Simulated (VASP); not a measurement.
# Be (P4_2/m) in VASP: further runs

Be is run at these levels: PBE; tasks: single point.

Program: VASP 6.6.1. These are calculated values, not measurements. Logs are shortened: lines on timing, memory, paths and dates and some standing lists are left out, and cuts for length are marked.

**1. The cell of the first run**

It takes space group P4_2/m (No. 84, tetragonal). The conventional cell has a = 3.781 Å, b = 3.781 Å, c = 2.097 Å, α = 90.00°, β = 90.00°, γ = 90.00°. Be (site symmetry m) has 12 Be at 1.94 to 2.51 Å within 2.6 Å.

**2. Single point, PBE (strained and its atoms moved)**

INCAR reads:

```
SYSTEM = Be
PREC = Accurate ; ENCUT = 520
EDIFF = 1E-6 ; ISMEAR = 0
SIGMA = 0.1 ; LREAL = .FALSE.
LASPH = .TRUE. ; NELM = 60
ALGO = Normal ; ISIF = 2
LWAVE = .FALSE. ; LCHARG = .FALSE.
GGA = PE ; NBANDS = 12
```

KPOINTS reads:

```
regular mesh
0
G
  10 10 18
  0 0 0
```

POSCAR reads:

```
Be
1.0
    3.7809474755      0.0000000000      0.0000000000
    0.0000000000      3.7809474755      0.0000000000
    0.0000000000      0.0000000000      2.0967472608
Be
4
Direct
    0.2708778939      0.3586302145      0.0000000000
    0.7291221061      0.6413697855      0.0000000000
    0.1413697855      0.7708778939      0.5000000000
    0.8586302145      0.2291221061      0.5000000000
```

Potentials or basis: VASP PAW PBE potentials, release 64 (Be).

Started as:

```bash
> cat potpaw_PBE.64/Be/POTCAR > POTCAR
> mpirun -np 1 vasp_std > vasp.out
```

OUTCAR:

```text
SYSTEM = Be
   PREC = Accurate
   ENCUT = 520
   EDIFF = 1E-6
   ISMEAR = 0
   LREAL = .FALSE.
   LASPH = .TRUE.
   NELM = 60
   ISIF = 2
   GGA = PE

 ion  position               nearest neighbor table
   1  0.271  0.359  0.000-   3 1.94   4 1.94   3 1.94   4 1.94   2 2.04   2 2.31
   2  0.729  0.641  0.000-   3 1.94   4 1.94   3 1.94   4 1.94   1 2.04   1 2.31
   3  0.141  0.771  0.500-   1 1.94   2 1.94   1 1.94   2 1.94   4 2.04   4 2.31
   4  0.859  0.229  0.500-   1 1.94   2 1.94   1 1.94   2 1.94   3 2.04   3 2.31

  LATTYP: Found a simple tetragonal cell.
 ALAT       =     3.7809474755
 C/A-ratio  =     0.5545560404

  Lattice vectors:

 A1 = (   3.7809474755,   0.0000000000,   0.0000000000)
 A2 = (   0.0000000000,   3.7809474755,   0.0000000000)
 A3 = (   0.0000000000,   0.0000000000,   2.0967472608)

Analysis of symmetry for initial positions (statically):
=====================================================================
 Subroutine PRICEL returns:
 Original cell was already a primitive cell.

 Routine SETGRP: Setting up the symmetry group for a
 simple tetragonal supercell.

 Subroutine GETGRP returns: Found  8 space group operations
 (whereof  4 operations were pure point group operations)
 out of a pool of 16 trial point group operations.

The static configuration has the point symmetry C_2h.
 The point group associated with its full space group is C_4h.

Analysis of symmetry for dynamics (positions and initial velocities):
=====================================================================
 Subroutine PRICEL returns:
 Original cell was already a primitive cell.

 Routine SETGRP: Setting up the symmetry group for a
 simple tetragonal supercell.

 Subroutine GETGRP returns: Found  8 space group operations
 (whereof  4 operations were pure point group operations)
 out of a pool of 16 trial point group operations.

The dynamic configuration has the point symmetry C_2h.
 The point group associated with its full space group is C_4h.

 Subroutine INISYM returns: Found  8 space group operations
 (whereof  4 operations are pure point group operations),
 and found     1 'primitive' translations

----------------------------------------------------------------------------------------

                                     Primitive cell

  volume of cell :      29.9742

[... 101 lines left out ...]
   TEBEG  =    0.0;   TEEND  =   0.0 temperature during run
   PSTRESS=    0.0 pullay stress
   NELECT =       8.0000    total number of electrons
   NUPDOWN=      -1.0000    fix difference up-down
   EMIN   =  10.00;   EMAX   =-10.00  energy-range for DOS
   EFERMI =   0.00;   METHOD = LEGACY
   ISMEAR =     0;   SIGMA  =   0.10  broadening in eV -4-tet -1-fermi 0-gaus
   EFERMI_NEDOS =   21; number of points for ismear=-14 and -15
   IALGO  =     38    algorithm
   IMIX   =      4    mixing-type and parameters
     AMIX     =   0.40;   BMIX     =  1.00
     AMIX_MAG =   1.60;   BMIX_MAG =  1.00
  volume/ion in A,a.u.               =       7.49        50.57
  Fermi-wavevector in a.u.,A,eV,Ry     =   1.054037  1.991840 15.115980  1.110993
  Thomas-Fermi vector in A             =   2.189181
   LORBIT       =      0    0 simple, 1 ext, 2 COOP (PROOUT), +10 PAW based schemes
   GGA     = PE    functional components
   LHFCALC =     F    Hartree Fock is set to
   AEXX    =    0.0000 exact exchange contribution
   IVDW    =     0    specifies the selected vdW correction
   LEPSILON=     F    determine dielectric tensor
   LRPA    =     F    only Hartree local field effects (RPA)
 non-spin polarized calculation
 Gauss-broadening in eV      SIGMA  =   0.10
  energy-cutoff  :      520.00
  volume of cell :       29.97
 maximum number of plane-waves:       824
   NGX = 15   NGY = 15   NGZ =  7

 number of electron       8.0000000 magnetization

 Free energy of the ion-electron system (eV)
  ---------------------------------------------------
  ext. energy  EPLUGINS =         0.00000000
  ---------------------------------------------------
  free energy    TOTEN  =       -13.31414834 eV

  energy without entropy =      -13.31083138  energy(sigma->0) =      -13.31248986

 E-fermi :   6.7236     XC(G=0): -10.6724

 val. band max:        6.7222033865   @ k =   0.2000   0.1000   0.0000
 cond. band min:       6.7589242086   @ k =   0.3000   0.0000   0.3333
 fundamental gap:      0.0367208221
 Fermi energy:         6.7236416335

 k-point     1 :       0.0000    0.0000    0.0000
  band No.  band energies     occupation
      1      -4.4034      2.00000
      2       1.8491      2.00000
      3       2.1660      2.00000
      4       4.9168      2.00000
      5       4.9168      2.00000
      6      12.6888      0.00000
      7      12.6888      0.00000
      8      13.8702      0.00000
      9      14.7259      0.00000
     10      19.3809      0.00000
     11      26.4650      0.00000
     12      26.4650      0.00000
[... 331 lines left out ...]
 k-point    24 :       0.5000    0.3000    0.0000
  band No.  band energies     occupation
      1      -2.5933      2.00000
      2      -1.1070      2.00000
      3       0.6704      2.00000
      4       2.3863      2.00000
      5      11.0850      0.00000
      6      12.7286      0.00000
      7      14.2361      0.00000
      8      16.0292      0.00000
      9      20.0377      0.00000
     10      21.0756      0.00000
     11      21.2135      0.00000
     12      22.1878      0.00000

 [... further k-points ...]

------------------------ aborting loop because EDIFF is reached ----------------------------------------

  FORCE on cell =-STRESS in cart. coord.  units (eV):
  Direction    XX          YY          ZZ          XY          YZ          ZX
  --------------------------------------------------------------------------------------
  -------------------------------------------------------------------------------------
  Total        4.0487203      4.0487203      7.0023728     -0.0000000      0.0000000      0.0000000
  in kB      216.4118258    216.4118258    374.2901823     -0.0000024      0.0000000      0.0000000
  external PRESSURE =     269.0379447 kB  Pullay stress =       0.0000000 kB

 VOLUME and BASIS-vectors are now :
 -----------------------------------------------------------------------------
  energy-cutoff  :      520.00
  volume of cell :       29.97
      direct lattice vectors                 reciprocal lattice vectors
     3.780947476  0.000000000  0.000000000     0.264483970  0.000000000  0.000000000
     0.000000000  3.780947476  0.000000000     0.000000000  0.264483970  0.000000000
     0.000000000  0.000000000  2.096747261     0.000000000  0.000000000  0.476929203

 POSITION                                       TOTAL-FORCE (eV/Angst)
 -----------------------------------------------------------------------------------
      1.02418      1.35596      0.00000         2.027872     -2.006548      0.000000
      2.75677      2.42499      0.00000        -2.027872      2.006548      0.000000
      0.53451      2.91465      1.04837         2.006548      2.027872      0.000000
      3.24644      0.86630      1.04837        -2.006548     -2.027872      0.000000
 -----------------------------------------------------------------------------------
    total drift:                               -0.000000     -0.000000      0.000000

  FREE ENERGIE OF THE ION-ELECTRON SYSTEM (eV)
  ---------------------------------------------------
  free  energy   TOTEN  =       -13.3141483414 eV

  energy  without entropy=      -13.3108313842  energy(sigma->0) =      -13.31248986
```

OSZICAR:

```text
N       E                     dE             d eps       ncg     rms          rms(c)
DAV:   1     0.318270038616E+01    0.31827E+01   -0.34121E+03  6488   0.562E+02
DAV:   2    -0.139985415037E+02   -0.17181E+02   -0.16497E+02  8540   0.109E+02
DAV:   3    -0.144175306829E+02   -0.41899E+00   -0.41644E+00  8924   0.120E+01
DAV:   4    -0.144186435725E+02   -0.11129E-02   -0.11125E-02  7668   0.697E-01
DAV:   5    -0.144186466063E+02   -0.30339E-05   -0.30337E-05  8736   0.346E-02    0.355E+00
DAV:   6    -0.134738647362E+02    0.94478E+00   -0.17144E+00  7720   0.489E+00    0.164E+00
DAV:   7    -0.133182204194E+02    0.15564E+00   -0.56615E-01  8588   0.303E+00    0.496E-01
DAV:   8    -0.133142090367E+02    0.40114E-02   -0.18795E-02  7488   0.922E-01    0.670E-02
DAV:   9    -0.133141509379E+02    0.58099E-04   -0.83636E-04  8200   0.139E-01    0.249E-02
DAV:  10    -0.133141482340E+02    0.27039E-05   -0.59112E-05  7560   0.382E-02    0.248E-03
DAV:  11    -0.133141483414E+02   -0.10740E-06   -0.73841E-07  7332   0.545E-03
   1 F= -.13314148E+02 E0= -.13312490E+02  d E =-.331696E-02
```

Run time: 61 s. Hardware: 1 thread of Intel Xeon Platinum 8259CL at 2.50GHz (Skylake/Cascade Lake), shared host; peak memory 0.18 GiB.

Results:

```yaml
Free_energy: -13.3141 eV
Pressure: 26.9 GPa
Largest_force: 2.853 eV/Å
Band_gap_on_the_k_mesh: zero (band 4 reaches 7.42 eV, above the bottom of band 5 at 4.92 eV)
```

Forces in eV/Å, atoms in the order of the input:
```
Be   2.028 -2.007  0.000
Be  -2.028  2.007  0.000
Be   2.007  2.028  0.000
Be  -2.007 -2.028  0.000
```

Stress tensor (GPa, compression positive):
```
21.64  0.00  0.00
 0.00 21.64  0.00
 0.00  0.00 37.43
```

Caveat: the cell differs from its parent crystal (strained and its atoms moved); forces of over 1 eV/Å act on the atoms, so gaps and moduli don't describe the material at rest.

**3. Single point, PBE (strained and its atoms moved)**

INCAR reads:

```
SYSTEM = Be
PREC = Accurate
ENCUT = 520
EDIFF = 1E-6
ISMEAR = 0
SIGMA = 0.1
LREAL = .FALSE.
LASPH = .TRUE.
NELM = 60
ALGO = Normal
ISIF = 2
LWAVE = .FALSE.
LCHARG = .TRUE.
GGA = PE
LELF = .TRUE.
LVHAR = .TRUE.
NBANDS = 12
```

KPOINTS reads:

```
regular mesh
0
G
  10 10 16
  0 0 0
```

POSCAR reads:

```
Be
1.0
    4.0283496040      0.0000000000      0.0000000000
    0.0000000000      4.0283496040      0.0000000000
    0.0000000000      0.0000000000      2.2473801792
Be
4
Direct
    0.3582566797      0.2700320205      0.0000000000
    0.6417433203      0.7299679795      0.0000000000
    0.2299679795      0.8582566797      0.5000000000
    0.7700320205      0.1417433203      0.5000000000
```

Potentials or basis: VASP PAW PBE potentials, release 64 (Be).

Started as:

```bash
> cat potpaw_PBE.64/Be/POTCAR > POTCAR
> mpirun -np 1 vasp_std > vasp.out
```

Run time: 87 s. Hardware: 1 thread of Intel Xeon Platinum 8259CL at 2.50GHz (Skylake/Cascade Lake), shared host; peak memory 0.2 GiB.

The run converged. Its results:

```
Free energy            : -13.7821 eV
Pressure               : -0.1 GPa
Largest force          : 1.684 eV/Å
Band gap on the k mesh : zero (band 4 reaches 5.88 eV, above the bottom of band 5 at 3.41 eV)
```

Forces in eV/Å, atoms in the order of the input:
```
Be  -1.172  1.210  0.000
Be   1.172 -1.210  0.000
Be  -1.210 -1.172  0.000
Be   1.210  1.172  0.000
```

Stress tensor (GPa, compression positive):
```
-1.53  0.00  0.00
 0.00 -1.53  0.00
 0.00  0.00  2.74
```

Levels at points of the mesh, in eV from the Fermi level:
| k point | band 2 | band 3 | band 4 | band 5 | band 6 | band 7 |
| --- | --- | --- | --- | --- | --- | --- |
| (0.00, 0.00, 0.00) | -4.25 | -3.87 | -1.88 | -1.88 | 5.01 | 5.01 |
| (0.50, 0.00, 0.00) | -7.68 | -3.33 | -1.76 | 0.78 | 1.69 | 6.62 |
| (0.50, 0.50, 0.00) | -6.52 | -6.52 | -4.89 | 6.38 | 6.38 | 6.47 |
| (0.00, 0.00, 0.50) | -4.84 | 0.59 | 0.59 | 2.16 | 2.16 | 3.87 |
| (0.50, 0.00, 0.50) | -3.29 | -3.01 | -1.60 | 2.79 | 3.98 | 4.56 |
| (0.50, 0.50, 0.50) | -3.10 | -2.81 | -2.81 | 2.15 | 2.15 | 2.95 |

Caveat: the cell differs from its parent crystal (strained and its atoms moved); forces of over 1 eV/Å act on the atoms, so gaps and moduli don't describe the material at rest.
